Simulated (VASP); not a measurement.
Here is a VASP 6.6.1 calculation.

INCAR

```
SYSTEM = Zn8O7
  PREC = Accurate
  ENCUT = 520
  EDIFF = 1E-6
  ISMEAR = 0
  SIGMA = 0.01
  LREAL = Auto
  LASPH = .True.
  NELM = 60
  ALGO = Normal
  ISIF = 2
  LWAVE = .False.
  LCHARG = .False.
  GGA = PE
  IBRION = 2
  NSW = 65
  EDIFFG = -0.025
  NELECT = 136.0
  KPAR = 4
```

Contents of KPOINTS:

```
regular mesh
0
Gamma
  4 4 4
  0 0 0
```

POSCAR

```
Zn8O7
1.0
    0.0000000000      0.0000000000      5.2932331742
    6.5587815588     -0.0000000001      0.0000000000
   -3.2793907794      5.6800714478      0.0000000000
Zn O
8 7
Direct
    0.4536972316      0.3333333333      0.1666666667
    0.5032900875      0.3380381227      0.6690190613
    0.5032900875      0.8309809387      0.1619618773
    0.5032900875      0.8309809387      0.6690190613
    0.0071385315      0.1581638904      0.3418361096
    0.0071385315      0.1581638904      0.8163277808
    0.0071385315      0.6836722192      0.3418361096
    0.0082139169      0.6666666667      0.8333333333
    0.8813175584      0.3341427478      0.6670713739
    0.8813175584      0.8329286261      0.1658572522
    0.8813175584      0.8329286261      0.6670713739
    0.3810200379      0.1658735838      0.3341264162
    0.3810200379      0.1658735838      0.8317471676
    0.3810200379      0.6682528324      0.3341264162
    0.3825646172      0.6666666667      0.8333333333
```

Potentials or basis: VASP PAW PBE potentials, release 64 (Zn, O).

Run with:

```console
$ cat potpaw_PBE.64/Zn/POTCAR potpaw_PBE.64/O/POTCAR > POTCAR
$ mpirun -np 4 vasp_std > vasp.out
```

(1) What does it give for the energy gained by relaxing?

Answers

(1) 24.1 meV/atom.

Caveat: the cell carries a net charge on a neutralising background, which shifts energy and pressure; the cell differs from its parent crystal (atoms taken out).
